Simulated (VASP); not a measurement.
# Ag (Fm-3m) in VASP: further runs

Ag is run at these levels: LDA; tasks: single point.

Program: VASP 6.6.1. These are calculated values, not measurements. Logs are shortened: lines on timing, memory, paths and dates and some standing lists are left out, and cuts for length are marked.

### 1 The cell of the first run

Symmetry: Fm-3m, No. 225, cubic system. The conventional cell has a = 4.060 Å, b = 4.060 Å, c = 4.060 Å, α = 90.00°, β = 90.00°, γ = 90.00°. Ag (site symmetry m-3m) has 12 Ag at 2.87 Å within 3.8 Å.

### 2 Single point, LDA

Contents of INCAR:

```
SYSTEM = Ag
ALGO     = Normal         ! electronic algorithm
EDIFF    = 1E-6           ! SCF threshold, eV
ENCUT    = 500            ! plane-wave cutoff, eV
GGA      = CA             ! functional
GGA_COMPAT= .False.      
ISIF     = 2              ! what is computed and relaxed
ISMEAR   = 0              ! smearing method
LASPH    = .True.         ! aspherical terms in the spheres
LCHARG   = .False.        ! write CHGCAR
LREAL    = .False.        ! projectors in reciprocal space
LWAVE    = .False.        ! write WAVECAR
NBANDS   = 12             ! bands
NELM     = 120            ! most SCF steps
PREC     = Accurate       ! precision mode
SIGMA    = 0.1            ! smearing width, eV
```

Contents of KPOINTS:

```
k-points
0
Gamma
  8 8 8
  0 0 0
```

Contents of POSCAR:

```
Ag
1.0
    0.0000000000      2.0300000000      2.0300000000
    2.0300000000      0.0000000000      2.0300000000
    2.0300000000      2.0300000000      0.0000000000
Ag
1
Direct
    0.0000000000      0.0000000000      0.0000000000
```

Potentials or basis: VASP PAW LDA potentials, release 64 (Ag).

On the command line:

```sh
$ cat potpaw_LDA.64/Ag/POTCAR > POTCAR
$ mpirun -np 1 vasp_std > vasp.out
```

OUTCAR:

```text
SYSTEM = Ag
   EDIFF = 1E-6
   ENCUT = 500
   GGA = CA
   ISIF = 2
   ISMEAR = 0
   LASPH = .True.
   LREAL = .False.
   NELM = 120
   PREC = Accurate

 ion  position               nearest neighbor table
   1  0.000  0.000  0.000-

  LATTYP: Found a face centered cubic cell.
 ALAT       =     4.0600000000

  Lattice vectors:

 A1 = (   0.0000000000,   2.0300000000,   2.0300000000)
 A2 = (   2.0300000000,   0.0000000000,   2.0300000000)
 A3 = (   2.0300000000,   2.0300000000,   0.0000000000)

Analysis of symmetry for initial positions (statically):
=====================================================================
 Subroutine PRICEL returns:
 Original cell was already a primitive cell.

 Routine SETGRP: Setting up the symmetry group for a
 face centered cubic supercell.

 Subroutine GETGRP returns: Found 48 space group operations
 (whereof 48 operations were pure point group operations)
 out of a pool of 48 trial point group operations.

The static configuration has the point symmetry O_h .

Analysis of symmetry for dynamics (positions and initial velocities):
=====================================================================
 Subroutine PRICEL returns:
 Original cell was already a primitive cell.

 Routine SETGRP: Setting up the symmetry group for a
 face centered cubic supercell.

 Subroutine GETGRP returns: Found 48 space group operations
 (whereof 48 operations were pure point group operations)
 out of a pool of 48 trial point group operations.

The dynamic configuration has the point symmetry O_h .

 Subroutine INISYM returns: Found 48 space group operations
 (whereof 48 operations are pure point group operations),
 and found     1 'primitive' translations

----------------------------------------------------------------------------------------

                                     Primitive cell

  volume of cell :      16.7309

  direct lattice vectors                    reciprocal lattice vectors
     0.000000000  2.030000000  2.030000000    -0.246305419  0.246305419  0.246305419
     2.030000000  0.000000000  2.030000000     0.246305419 -0.246305419  0.246305419
     2.030000000  2.030000000  0.000000000     0.246305419  0.246305419 -0.246305419

  length of vectors
     2.870853532  2.870853532  2.870853532     0.426613499  0.426613499  0.426613499

  position of ions in fractional coordinates (direct lattice)
     0.000000000  0.000000000  0.000000000

  ion indices of the primitive-cell ions
   primitive index   ion index
                 1           1

----------------------------------------------------------------------------------------

 KPOINTS: k-points

Automatic generation of k-mesh.
 Grid dimensions read from file:
 generate k-points for:    8    8    8

 Generating k-lattice:

  Cartesian coordinates                     Fractional coordinates (reciprocal lattice)
    -0.030788177  0.030788177  0.030788177     0.125000000  0.000000000  0.000000000
     0.030788177 -0.030788177  0.030788177     0.000000000  0.125000000  0.000000000
     0.030788177  0.030788177 -0.030788177     0.000000000  0.000000000  0.125000000

  Length of vectors
     0.053326687  0.053326687  0.053326687

  Shift w.r.t. Gamma in fractional coordinates (k-lattice)
     0.000000000  0.000000000  0.000000000

 Subroutine IBZKPT returns following result:
 ===========================================

 Found     29 irreducible k-points:

 Following reciprocal coordinates:
            Coordinates               Weight
  0.000000  0.000000  0.000000      1.000000
  0.125000  0.000000  0.000000      8.000000
  0.250000  0.000000  0.000000      8.000000
  0.375000  0.000000  0.000000      8.000000
  0.500000  0.000000  0.000000      4.000000
  0.125000  0.125000  0.000000      6.000000
[... 16 lines left out ...]
  0.500000  0.250000  0.125000     48.000000
 -0.375000  0.250000  0.125000     24.000000
 [... further k-points ...]
   k-points           NKPTS =     29   k-points in BZ     NKDIM =     29   number of bands    NBANDS=     12
   number of dos      NEDOS =    301   number of ions     NIONS =      1
   total plane-waves  NPLWV =  13824
   dimension x,y,z NGX =    24 NGY =   24 NGZ =   24
   dimension x,y,z NGXF=    48 NGYF=   48 NGZF=   48
   ions per type =               1
   NGX,Y,Z   is equivalent  to a cutoff of  13.90, 13.90, 13.90 a.u.
   NGXF,Y,Z  is equivalent  to a cutoff of  27.80, 27.80, 27.80 a.u.
 SYSTEM =  Ag
   PREC   = accura    normal or accurate (medium, high low for compatibility)
   ISTART =      0    job   : 0-new  1-cont  2-samecut
   ICHARG =      2    charge: 1-file 2-atom 10-const
   ISPIN  =      1    spin polarized calculation?
   LNONCOLLINEAR =      F non collinear calculations
   LSORBIT =      F    spin-orbit coupling
   LASPH  =      T    aspherical Exc in radial PAW
   ENCUT  =  500.0 eV  36.75 Ry    6.06 a.u.   5.23  5.23  5.23*2*pi/ulx,y,z
   NELM   =    120;   NELMIN=  2; NELMDL= -5     # of ELM steps
   EDIFF  = 0.1E-05   stopping-criterion for ELM
   LREAL  =      F    real-space projection
   EDIFFG = 0.1E-04   stopping-criterion for IOM
   NSW    =      0    number of steps for IOM
   IBRION =     -1    ionic relax: 0-MD 1-quasi-New 2-CG
   NFREE  =      0    steps in history (QN), initial steepest desc. (CG)
   ISIF   =      2    stress and relaxation
   ISYM   =      2    0-nonsym 1-usesym 2-fastsym
   POTIM  = 0.5000    time-step for ionic-motion
   TEBEG  =    0.0;   TEEND  =   0.0 temperature during run
   PSTRESS=    0.0 pullay stress
   NELECT =      11.0000    total number of electrons
   NUPDOWN=      -1.0000    fix difference up-down
   EMIN   =  10.00;   EMAX   =-10.00  energy-range for DOS
   EFERMI =   0.00;   METHOD = LEGACY
   ISMEAR =     0;   SIGMA  =   0.10  broadening in eV -4-tet -1-fermi 0-gaus
   EFERMI_NEDOS =   21; number of points for ismear=-14 and -15
   IALGO  =     38    algorithm
   IMIX   =      4    mixing-type and parameters
     AMIX     =   0.40;   BMIX     =  1.00
     AMIX_MAG =   1.60;   BMIX_MAG =  1.00
  volume/ion in A,a.u.               =      16.73       112.91
  Fermi-wavevector in a.u.,A,eV,Ry     =   1.423529  2.690080 27.571324  2.026435
  Thomas-Fermi vector in A             =   2.544117
   LORBIT       =      0    0 simple, 1 ext, 2 COOP (PROOUT), +10 PAW based schemes
   GGA     = CA    functional components
   LHFCALC =     F    Hartree Fock is set to
   AEXX    =    0.0000 exact exchange contribution
   IVDW    =     0    specifies the selected vdW correction
   LEPSILON=     F    determine dielectric tensor
   LRPA    =     F    only Hartree local field effects (RPA)
 non-spin polarized calculation
 Gauss-broadening in eV      SIGMA  =   0.10
  energy-cutoff  :      500.00
  volume of cell :       16.73
 maximum number of plane-waves:       444
 NGX is ok and might be reduce to    24
   NGX = 11   NGY = 11   NGZ = 11

 number of electron      11.0000000 magnetization

 Free energy of the ion-electron system (eV)
  ---------------------------------------------------
  ext. energy  EPLUGINS =         0.00000000
  ---------------------------------------------------
  free energy    TOTEN  =        -3.73980788 eV

  energy without entropy =       -3.73677419  energy(sigma->0) =       -3.73829104

 E-fermi :   8.2308     XC(G=0): -12.6940

 val. band max:        8.1561874830   @ k =   0.5000   0.2500   0.1250
 cond. band min:       8.6301390957   @ k =   0.5000   0.3750   0.1250
 fundamental gap:      0.4739516128
 Fermi energy:         8.2307509835

 k-point     1 :       0.0000    0.0000    0.0000
  band No.  band energies     occupation
      1       0.4477      2.00000
      2       3.5809      2.00000
      3       3.5809      2.00000
      4       3.5809      2.00000
      5       4.6722      2.00000
      6       4.6722      2.00000
      7      24.4742      0.00000
      8      28.0912      0.00000
      9      28.0912      0.00000
     10      28.0912      0.00000
     11      33.1553      0.00000
     12      34.2642      0.00000

 k-point     2 :       0.1250    0.0000    0.0000
  band No.  band energies     occupation
      1       0.9267      2.00000
      2       3.4867      2.00000
      3       3.7043      2.00000
      4       3.7043      2.00000
      5       4.6355      2.00000
      6       4.6355      2.00000
      7      24.0695      0.00000
      8      25.6355      0.00000
      9      28.2923      0.00000
     10      28.2923      0.00000
     11      32.0825      0.00000
     12      33.5049      0.00000

 k-point     3 :       0.2500    0.0000    0.0000
  band No.  band energies     occupation
      1       1.8719      2.00000
      2       3.7881      2.00000
      3       3.7918      2.00000
      4       3.7918      2.00000
      5       4.7994      2.00000
      6       4.7994      2.00000
      7      19.6732      0.00000
      8      25.1120      0.00000
      9      28.2144      0.00000
     10      28.2144      0.00000
     11      31.4732      0.00000
     12      31.8723      0.00000
[... 286 lines left out ...]
 k-point    23 :       0.5000    0.2500    0.1250
  band No.  band energies     occupation
      1       2.6534      2.00000
      2       3.2614      2.00000
      3       3.5967      2.00000
      4       4.3937      2.00000
      5       5.1977      2.00000
      6       8.1562      1.70834
      7      15.8514      0.00000
      8      20.2907      0.00000
      9      22.6437      0.00000
     10      27.6199      0.00000
     11      31.1630      0.00000
     12      34.6989      0.00000

 k-point    24 :      -0.3750    0.2500    0.1250
  band No.  band energies     occupation
      1       2.5952      2.00000
      2       3.1112      2.00000
      3       4.0204      2.00000
      4       4.2125      2.00000
      5       5.4232      2.00000
      6      10.7172      0.00000
      7      12.4145      0.00000
      8      20.9106      0.00000
      9      21.1281      0.00000
     10      26.9959      0.00000
     11      31.8881      0.00000
     12      35.8879      0.00000

 [... further k-points ...]
[... 5 lines left out ...]
  --------------------------------------------------------------------------------------
  -------------------------------------------------------------------------------------
  Total       -0.4765175     -0.4765175     -0.4765175      0.0000000      0.0000000      0.0000000
  in kB      -45.6321937    -45.6321937    -45.6321937      0.0000000      0.0000000      0.0000000
  external PRESSURE =     -45.6321937 kB  Pullay stress =       0.0000000 kB

 VOLUME and BASIS-vectors are now :
 -----------------------------------------------------------------------------
  energy-cutoff  :      500.00
  volume of cell :       16.73
      direct lattice vectors                 reciprocal lattice vectors
     0.000000000  2.030000000  2.030000000    -0.246305419  0.246305419  0.246305419
     2.030000000  0.000000000  2.030000000     0.246305419 -0.246305419  0.246305419
     2.030000000  2.030000000  0.000000000     0.246305419  0.246305419 -0.246305419

 POSITION                                       TOTAL-FORCE (eV/Angst)
 -----------------------------------------------------------------------------------
      0.00000      0.00000      0.00000         0.000000      0.000000      0.000000
 -----------------------------------------------------------------------------------
    total drift:                               -0.000000      0.000000     -0.000000

  FREE ENERGIE OF THE ION-ELECTRON SYSTEM (eV)
  ---------------------------------------------------
  free  energy   TOTEN  =        -3.7398078778 eV

  energy  without entropy=       -3.7367741927  energy(sigma->0) =       -3.73829104
```

Run time: 8.2 s. Hardware: 1 thread of AMD EPYC 7R43 (Zen 3), shared host; peak memory 0.09 GiB.

What came out:

```yaml
Free_energy: -3.7398 eV
Pressure: -4.6 GPa
```

### 3 Single point, LDA

This run uses another cell than the first one, of 16.02 Å³/atom, 0.958 times its volume.

Contents of INCAR:

```
PREC = Accurate
ENCUT = 500
EDIFF = 1E-6
ISMEAR = 0
SIGMA = 0.1
LREAL = F
LASPH = T
NELM = 120
ALGO = Normal
ISIF = 2
LWAVE = F
LCHARG = F
NBANDS = 12
GGA_COMPAT = F
```

Contents of KPOINTS:

```
regular mesh
0
Gamma
  18 18 18
```

Contents of POSCAR:

```
Ag
1.0
    0.0000000000      2.0008674859      2.0008674859
    2.0008674859      0.0000000000      2.0008674859
    2.0008674859      2.0008674859      0.0000000000
Ag
1
Direct
    0.0000000000      0.0000000000      0.0000000000
```

Potentials or basis: VASP PAW LDA potentials, release 64 (Ag).

On the command line:

```sh
$ cat potpaw_LDA.64/Ag/POTCAR > POTCAR
$ mpirun -np 1 vasp_std > vasp.out
```

Wall time 45 s (1 thread of AMD EPYC 7R43 (Zen 3), shared host); peak memory 0.12 GiB.

Results (log left out):

```
Free energy : -3.7848 eV
Pressure    : 0.2 GPa
```

Levels at points of the mesh, in eV from the Fermi level:
```tsv
k point	band 3	band 4	band 5	band 6	band 7	band 8	band 9	band 10
(0.00, 0.00, 0.00)	-4.99	-4.99	-3.81	-3.81	16.16	20.04	20.04	20.04
(0.50, 0.00, 0.00)	-5.01	-2.91	-2.91	-0.59	3.96	15.42	18.39	18.39
(0.50, 0.50, 0.00)	-2.94	-2.68	-2.68	1.50	7.24	10.90	10.90	18.04
```
